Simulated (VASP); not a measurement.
Wanted: the native input for a VASP 6.6.1 run.

- Task: single point
- Functional: PBE
- Potentials or basis: VASP PAW PBE potentials, release 64 (Na_pv)
- Cutoff: 520 eV
- k mesh: 13 × 13 × 7
- Occupations: fermi-dirac, width 0.05 eV
- Spin: no spin polarisation
- Dipole correction: no
- Further INCAR settings: ALGO = Normal; EDIFF = 1e-07; NBANDS = 14

The structure of Na lies in POSCAR:

```
Na
1.0
    3.7670009976      0.0000000000      0.0000000000
   -1.8835004988      3.2623185600      0.0000000000
    0.0000000000      0.0000000000      6.1540000000
Na
2
Direct
    0.3454211845      0.6755155879      0.2546909327
    0.6666666667      0.3333333333      0.7500000000
```

This cell differs from its parent crystal: 0.028868, 0.028868] A.

These files were run (other wordings do the same):

INCAR

```
SYSTEM = Na
PREC     = Accurate       ! precision mode
ENCUT    = 520            ! plane-wave cutoff, eV
EDIFF    = 1E-7           ! SCF threshold, eV
ISMEAR   = -1             ! smearing method
SIGMA    = 0.05           ! smearing width, eV
LREAL    = .False.        ! projectors in reciprocal space
LASPH    = .True.         ! aspherical terms in the spheres
NELM     = 60             ! most SCF steps
ALGO     = Normal         ! electronic algorithm
ISIF     = 2              ! what is computed and relaxed
LWAVE    = .False.        ! write WAVECAR
LCHARG   = .False.        ! write CHGCAR
GGA      = PE             ! functional
NBANDS   = 14             ! bands
```

KPOINTS

```
Automatic mesh
0
Gamma
  13 13 7
  0 0 0
```

Potentials or basis: VASP PAW PBE potentials, release 64 (Na_pv).

Launch:

```bash
$ cat potpaw_PBE.64/Na_pv/POTCAR > POTCAR
$ mpirun -np 1 vasp_std > vasp.out
```

Results of the run:

| Quantity | Value |
| --- | --- |
| Pressure | -0.1 GPa |
| Largest force | 0.020 eV/Å |
| Band gap on the k mesh | zero (bands 7 and 8 overlap by 3.33 eV) |

Caveat: the cell differs from its parent crystal (0.028868, 0.028868] A).

Run time: 5.3 min on 1 thread of Intel(R) Xeon(R) Platinum 8259CL CPU @ 2.50GHz (Skylake/Cascade Lake) (shared host), peak memory 0.53 GiB.
